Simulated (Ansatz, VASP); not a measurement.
**Nb2AlC in VASP and in Ansatz**

```xyz
8
Lattice="3.0744 0.0000 0.0000 -1.5372 2.6626 0.0000 0.0000 0.0000 13.7446" Properties=species:S:1:pos:R:3 pbc="T T T"
Al    0.0000    1.7750   10.3084
Al    1.5372    0.8875    3.4361
Nb    0.0000    1.7750    1.2270
Nb    1.5372    0.8875    8.0993
Nb    1.5372    0.8875   12.5176
Nb    0.0000    1.7750    5.6453
C     0.0000    0.0000    0.0000
C     0.0000    0.0000    6.8723
```

Alike in both runs: functional LDA; k mesh 12 × 12 × 4; occupations gaussian, width 0.1 eV; no spin polarisation.

Ansatz relaxed the structure, and its values are those at the end. VASP's run is a single point on that final structure, the one shown.

|  | VASP | Ansatz |
| --- | --- | --- |
| version | VASP 6.6.1 | Ansatz 0.2.0 |
| potentials or method | VASP PAW LDA potentials, release 64 (Al, Nb_sv, C), cutoff 520 eV | scalar-relativistic, plane waves, PAW |
| valence electrons in the cell | 66 | 66 |

```tsv
	VASP	Ansatz	Ansatz less VASP
gap on the k mesh at the Fermi level (eV)	none	none	-
pressure (GPa)	0.0	0.0	-0.02
```

LDA's correlation is that of Perdew and Zunger in VASP and of Perdew and Wang (1992) in Ansatz. A gap of «none» marks a metal or a gap that the smearing closes.
